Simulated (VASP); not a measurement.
WC: single point with PBE

WC:

```
W C
1.0
     2.90099    0.00000    0.00000
    -1.45050    2.51233    0.00000
     0.00000    0.00000    2.82805
W C
1 1
Direct
  0.00000 0.00000 0.00000
  0.66667 0.33333 0.50000
```

```
Program             : VASP 6.6.1
Task                : single point
Functional          : PBE
Potentials or basis : VASP PAW PBE potentials, release 64 (W_sv, C_h)
Cutoff              : 910 eV
k mesh              : 10 × 10 × 8
Occupations         : gaussian, width 0.05 eV
Spin                : no spin polarisation
```

```yaml
Pressure: 9.5 GPa
Band_gap_on_the_k_mesh: zero (band 9 reaches 12.15 eV, above the bottom of band 10 at 10.93 eV)
```

Stress tensor (GPa, compression positive):
```
9.41 0.00 0.00
0.00 9.41 0.00
0.00 0.00 9.68
```

Levels at points of the mesh, in eV from the Fermi level:
```
           k point  band 6  band 7  band 8  band 9  band 10  band 11  band 12  band 13
(0.00, 0.00, 0.00)   -4.36   -3.38   -3.38    0.08     3.26     3.26     5.66     5.66
(0.50, 0.00, 0.00)   -7.08   -3.65   -3.61   -0.49     2.36     4.56     4.91     6.89
(0.00, 0.00, 0.50)   -8.70   -2.06   -2.06   -0.59    -0.59     3.71     4.52     4.52
(0.50, 0.00, 0.50)   -6.51   -4.37   -4.22    0.29     4.47     5.36     6.69     9.24
```

Run time: 18 s on 1 thread of Intel(R) Xeon(R) 6975P-C (Granite Rapids) (shared host), peak memory 0.2 GiB.

Caveat: the cutoff is under 1.25 times the usual one of these potentials, so pressure, stress and relaxed cells hold a basis-set (Pulay) error; spin-orbit coupling is left out, which moves the levels of the heavy elements.
